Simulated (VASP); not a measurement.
# BiTe (R-3m) in VASP: single point with PBE

Aim: the single point of BiTe with PBE.

Program: VASP 6.6.1. These are calculated values, not measurements. Logs are shortened: lines on timing, memory, paths and dates and some standing lists are left out, and cuts for length are marked.

### 1 The cell of the first run

It takes space group R-3m (No. 166, trigonal). Conventional cell: a = 4.560 Å, b = 4.560 Å, c = 11.238 Å, α = 90.00°, β = 90.00°, γ = 120.00°. Bi (site symmetry -3m) has 6 Te at 3.23 Å within 4.3 Å. Within 4.3 Å of Te (site symmetry -3m) lie 6 Bi at 3.23 Å.

### 2 Single point, PBE

Contents of INCAR:

```
PREC = Accurate
ENCUT = 520
EDIFF = 1E-6
ISMEAR = 0
SIGMA = 0.15
LREAL = False
LASPH = True
NELM = 60
ALGO = Normal
ISIF = 2
LWAVE = False
LCHARG = True
GGA = PE
LELF = True
LVHAR = True
NBANDS = 18
```

Contents of KPOINTS:

```
regular mesh
0
Gamma
  12 12 12
```

Contents of POSCAR:

```
BiTe
1.0
    2.2798553017      1.3162750721      3.7460294970
   -2.2798553017      1.3162750721      3.7460294970
    0.0000000000     -2.6325501443      3.7460294970
Bi Te
1 1
Direct
    0.5000000000      0.5000000000      0.5000000000
    0.0000000000      0.0000000000      0.0000000000
```

Potentials or basis: VASP PAW PBE potentials, release 64 (Bi_d, Te).

On the command line:

```sh
> cat potpaw_PBE.64/Bi_d/POTCAR potpaw_PBE.64/Te/POTCAR > POTCAR
> mpirun -np 1 vasp_std > vasp.out
```

OUTCAR:

```text
PREC = Accurate
   ENCUT = 520
   EDIFF = 1E-6
   ISMEAR = 0
   LREAL = False
   LASPH = True
   NELM = 60
   ISIF = 2
   GGA = PE

 ion  position               nearest neighbor table
   1  0.500  0.500  0.500-   2 3.23   2 3.23   2 3.23   2 3.23   2 3.23   2 3.23
   2  0.000  0.000  0.000-   1 3.23   1 3.23   1 3.23   1 3.23   1 3.23   1 3.23

  LATTYP: Found a trigonal (rhomboedric) cell.
 ALAT       =     4.5785431367
 COS(alpha) =     0.5041047560

  Lattice vectors:

 A1 = (   2.2798553017,   1.3162750721,   3.7460294970)
 A2 = (  -2.2798553017,   1.3162750721,   3.7460294970)
 A3 = (   0.0000000000,  -2.6325501443,   3.7460294970)

Analysis of symmetry for initial positions (statically):
=====================================================================
 Subroutine PRICEL returns:
 Original cell was already a primitive cell.

 Routine SETGRP: Setting up the symmetry group for a
 trigonal (rhombohedral) supercell.

 Subroutine GETGRP returns: Found 12 space group operations
 (whereof 12 operations were pure point group operations)
 out of a pool of 12 trial point group operations.

The static configuration has the point symmetry D_3d.

Analysis of symmetry for dynamics (positions and initial velocities):
=====================================================================
 Subroutine PRICEL returns:
 Original cell was already a primitive cell.

 Routine SETGRP: Setting up the symmetry group for a
 trigonal (rhombohedral) supercell.

 Subroutine GETGRP returns: Found 12 space group operations
 (whereof 12 operations were pure point group operations)
 out of a pool of 12 trial point group operations.

The dynamic configuration has the point symmetry D_3d.

 Subroutine INISYM returns: Found 12 space group operations
 (whereof 12 operations are pure point group operations),
 and found     1 'primitive' translations

----------------------------------------------------------------------------------------

                                     Primitive cell

  volume of cell :      67.4491

  direct lattice vectors                    reciprocal lattice vectors
     2.279855302  1.316275072  3.746029497     0.219312164  0.126619937  0.088983104
    -2.279855302  1.316275072  3.746029497    -0.219312164  0.126619937  0.088983104
     0.000000000 -2.632550144  3.746029497     0.000000000 -0.253239874  0.088983104

  length of vectors
     4.578543137  4.578543137  4.578543137     0.268418380  0.268418380  0.268418380

  position of ions in fractional coordinates (direct lattice)
     0.500000000  0.500000000  0.500000000
     0.000000000  0.000000000  0.000000000

  ion indices of the primitive-cell ions
   primitive index   ion index
                 1           1
                 2           2

----------------------------------------------------------------------------------------

 KPOINTS: regular mesh

Automatic generation of k-mesh.
 Grid dimensions read from file:
 generate k-points for:   12   12   12

 Generating k-lattice:

  Cartesian coordinates                     Fractional coordinates (reciprocal lattice)
     0.018276014  0.010551661  0.007415259     0.083333333 -0.000000000 -0.000000000
    -0.018276014  0.010551661  0.007415259    -0.000000000  0.083333333 -0.000000000
     0.000000000 -0.021103323  0.007415259     0.000000000  0.000000000  0.083333333

  Length of vectors
     0.022368198  0.022368198  0.022368198

  Shift w.r.t. Gamma in fractional coordinates (k-lattice)
     0.000000000  0.000000000  0.000000000

 Subroutine IBZKPT returns following result:
 ===========================================

 Found    189 irreducible k-points:

 Following reciprocal coordinates:
            Coordinates               Weight
  0.000000  0.000000  0.000000      1.000000
  0.083333  0.000000  0.000000      6.000000
  0.166667  0.000000 -0.000000      6.000000
  0.250000  0.000000 -0.000000      6.000000
  0.333333  0.000000  0.000000      6.000000
  0.416667  0.000000  0.000000      6.000000
[... 16 lines left out ...]
  0.500000  0.166667  0.000000     12.000000
 -0.416667  0.166667  0.000000     12.000000
 [... further k-points ...]
   k-points           NKPTS =    189   k-points in BZ     NKDIM =    189   number of bands    NBANDS=     18
   number of dos      NEDOS =    301   number of ions     NIONS =      2
   total plane-waves  NPLWV =  46656
   dimension x,y,z NGX =    36 NGY =   36 NGZ =   36
   dimension x,y,z NGXF=    72 NGYF=   72 NGZF=   72
   ions per type =               1   1
   NGX,Y,Z   is equivalent  to a cutoff of  13.07, 13.07, 13.07 a.u.
   NGXF,Y,Z  is equivalent  to a cutoff of  26.14, 26.14, 26.14 a.u.
 SYSTEM =  unknown system
   PREC   = accura    normal or accurate (medium, high low for compatibility)
   ISTART =      0    job   : 0-new  1-cont  2-samecut
   ICHARG =      2    charge: 1-file 2-atom 10-const
   ISPIN  =      1    spin polarized calculation?
   LNONCOLLINEAR =      F non collinear calculations
   LSORBIT =      F    spin-orbit coupling
   LASPH  =      T    aspherical Exc in radial PAW
   ENCUT  =  520.0 eV  38.22 Ry    6.18 a.u.   8.51  8.51  8.51*2*pi/ulx,y,z
   NELM   =     60;   NELMIN=  2; NELMDL= -5     # of ELM steps
   EDIFF  = 0.1E-05   stopping-criterion for ELM
   LREAL  =      F    real-space projection
   EDIFFG = 0.1E-04   stopping-criterion for IOM
   NSW    =      0    number of steps for IOM
   IBRION =     -1    ionic relax: 0-MD 1-quasi-New 2-CG
   NFREE  =      0    steps in history (QN), initial steepest desc. (CG)
   ISIF   =      2    stress and relaxation
   ISYM   =      2    0-nonsym 1-usesym 2-fastsym
   POTIM  = 0.5000    time-step for ionic-motion
   TEBEG  =    0.0;   TEEND  =   0.0 temperature during run
   PSTRESS=    0.0 pullay stress
   NELECT =      21.0000    total number of electrons
   NUPDOWN=      -1.0000    fix difference up-down
   EMIN   =  10.00;   EMAX   =-10.00  energy-range for DOS
   EFERMI =   0.00;   METHOD = LEGACY
   ISMEAR =     0;   SIGMA  =   0.15  broadening in eV -4-tet -1-fermi 0-gaus
   EFERMI_NEDOS =   21; number of points for ismear=-14 and -15
   IALGO  =     38    algorithm
   IMIX   =      4    mixing-type and parameters
     AMIX     =   0.40;   BMIX     =  1.00
     AMIX_MAG =   1.60;   BMIX_MAG =  1.00
  volume/ion in A,a.u.               =      33.72       227.58
  Fermi-wavevector in a.u.,A,eV,Ry     =   1.109573  2.096789 16.750837  1.231152
  Thomas-Fermi vector in A             =   2.246114
   LORBIT       =      0    0 simple, 1 ext, 2 COOP (PROOUT), +10 PAW based schemes
   GGA     = PE    functional components
   LHFCALC =     F    Hartree Fock is set to
   AEXX    =    0.0000 exact exchange contribution
   IVDW    =     0    specifies the selected vdW correction
   LEPSILON=     F    determine dielectric tensor
   LRPA    =     F    only Hartree local field effects (RPA)
 non-spin polarized calculation
 Gauss-broadening in eV      SIGMA  =   0.15
  energy-cutoff  :      520.00
  volume of cell :       67.45
 maximum number of plane-waves:      1838
 NGX is ok and might be reduce to    36
   NGX = 17   NGY = 17   NGZ = 17

 number of electron      21.0000001 magnetization

 Free energy of the ion-electron system (eV)
  ---------------------------------------------------
  ext. energy  EPLUGINS =         0.00000000
  ---------------------------------------------------
  free energy    TOTEN  =        -7.17990118 eV

  energy without entropy =       -7.16511010  energy(sigma->0) =       -7.17250564

 E-fermi :   6.6953     XC(G=0):  -9.4522

 val. band max:        6.6879514213   @ k =  -0.4167   0.5000   0.3333
 cond. band min:       6.7083425950   @ k =   0.5000   0.2500   0.2500
 fundamental gap:      0.0203911737
 Fermi energy:         6.6952621352

 k-point     1 :       0.0000    0.0000    0.0000
  band No.  band energies     occupation
      1     -16.4556      2.00000
      2     -16.4556      2.00000
      3     -16.4529      2.00000
      4     -16.4519      2.00000
      5     -16.4519      2.00000
      6      -6.8535      2.00000
[... 10 lines left out ...]
     17      12.8303      0.00000
     18      13.2444      0.00000

 k-point     2 :       0.0833    0.0000    0.0000
  band No.  band energies     occupation
      1     -16.4558      2.00000
      2     -16.4558      2.00000
      3     -16.4525      2.00000
      4     -16.4518      2.00000
      5     -16.4515      2.00000
      6      -6.7910      2.00000
[... 10 lines left out ...]
     17      13.2676      0.00000
     18      13.7248      0.00000

 k-point     3 :       0.1667    0.0000   -0.0000
  band No.  band energies     occupation
      1     -16.4566      2.00000
      2     -16.4566      2.00000
      3     -16.4516      2.00000
      4     -16.4511      2.00000
      5     -16.4502      2.00000
      6      -6.6045      2.00000
[... 10 lines left out ...]
     17      14.2999      0.00000
     18      14.6462      0.00000

 k-point     4 :       0.2500    0.0000   -0.0000
  band No.  band energies     occupation
      1     -16.4579      2.00000
      2     -16.4578      2.00000
      3     -16.4511      2.00000
      4     -16.4494      2.00000
      5     -16.4483      2.00000
      6      -6.2978      2.00000
[... 375 lines left out ...]
      4     -16.4463      2.00000
      5     -16.4451      2.00000
      6      -5.5549      2.00000
[... 10 lines left out ...]
     17      15.3348      0.00000
     18      16.1812      0.00000

 k-point    23 :       0.5000    0.1667    0.0000
  band No.  band energies     occupation
      1     -16.4624      2.00000
      2     -16.4578      2.00000
      3     -16.4499      2.00000
      4     -16.4460      2.00000
      5     -16.4446      2.00000
      6      -5.0546      2.00000
[... 10 lines left out ...]
     17      15.4650      0.00000
     18      16.2745      0.00000

 k-point    24 :      -0.4167    0.1667    0.0000
  band No.  band energies     occupation
      1     -16.4617      2.00000
      2     -16.4587      2.00000
      3     -16.4491      2.00000
      4     -16.4461      2.00000
      5     -16.4450      2.00000
      6      -4.8572      2.00000
[... 10 lines left out ...]
     17      16.1867      0.00000
     18      17.4152      0.00000

 [... further k-points ...]

------------------------ aborting loop because EDIFF is reached ----------------------------------------

  FORCE on cell =-STRESS in cart. coord.  units (eV):
  Direction    XX          YY          ZZ          XY          YZ          ZX
  --------------------------------------------------------------------------------------
  -------------------------------------------------------------------------------------
  Total        0.3633318      0.3633318      0.3576927      0.0000000     -0.0000000      0.0000000
  in kB        8.6305338      8.6305338      8.4965825      0.0000000     -0.0000000      0.0000000
  external PRESSURE =       8.5858834 kB  Pullay stress =       0.0000000 kB

 VOLUME and BASIS-vectors are now :
 -----------------------------------------------------------------------------
  energy-cutoff  :      520.00
  volume of cell :       67.45
      direct lattice vectors                 reciprocal lattice vectors
     2.279855302  1.316275072  3.746029497     0.219312164  0.126619937  0.088983104
    -2.279855302  1.316275072  3.746029497    -0.219312164  0.126619937  0.088983104
     0.000000000 -2.632550144  3.746029497     0.000000000 -0.253239874  0.088983104

 POSITION                                       TOTAL-FORCE (eV/Angst)
 -----------------------------------------------------------------------------------
      0.00000     -0.00000      5.61904        -0.000000      0.000000      0.000000
      0.00000      0.00000      0.00000         0.000000      0.000000     -0.000000
 -----------------------------------------------------------------------------------
    total drift:                               -0.000000     -0.000000      0.000000

  FREE ENERGIE OF THE ION-ELECTRON SYSTEM (eV)
  ---------------------------------------------------
  free  energy   TOTEN  =        -7.1799011835 eV

  energy  without entropy=       -7.1651100965  energy(sigma->0) =       -7.17250564
```

Wall time 5.6 min (1 thread of Intel Xeon 8259CL, shared host); peak memory 0.38 GiB.

What came out:

| Quantity | Value |
| --- | --- |
| Free energy | -7.1799 eV |
| Pressure | 0.9 GPa |
| Band gap on the k mesh | zero (an odd number of electrons rules out a gap without spin polarisation) |

Caveat: spin-orbit coupling is left out, which moves the levels of the heavy elements.
